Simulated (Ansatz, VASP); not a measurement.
One calculation of PtS2, two programs

```
S Pt
1.0
     3.54153    0.00000    0.00000
    -1.77076    3.06705    0.00000
     0.00000    0.00000   22.46706
S Pt
4 2
Direct
  0.66667 0.33333 0.20029
  0.33333 0.66667 0.31083
  0.77778 0.22222 0.52181
  0.11111 0.88889 0.63235
  0.00000 0.00000 0.25556
  0.44444 0.55556 0.57708
```

Alike in both runs: task single point; functional PBE; dispersion D3(BJ); k mesh 9 × 9 × 1; occupations gaussian, width 0.05 eV; no spin polarisation.

```csv
,VASP,Ansatz
version,VASP 6.6.1,Ansatz 0.2.0
potentials or method,"VASP PAW PBE potentials, release 64 (S, Pt), cutoff 520 eV","scalar-relativistic, plane waves, PAW"
valence electrons in the cell,44,60
```

```csv
,VASP,Ansatz,Ansatz less VASP
gap on the k mesh at the Fermi level (eV),1.77,1.76,-0.004
least direct gap on the mesh (eV),1.84,1.83,-0.004
rms of the force components (eV/Å),0.016,0.015,-0.0013
```

VASP's potentials hold 44 valence electrons a cell and Ansatz's 60, so a difference there can come from the potentials and not from the codes.

Spin-orbit coupling is off throughout.
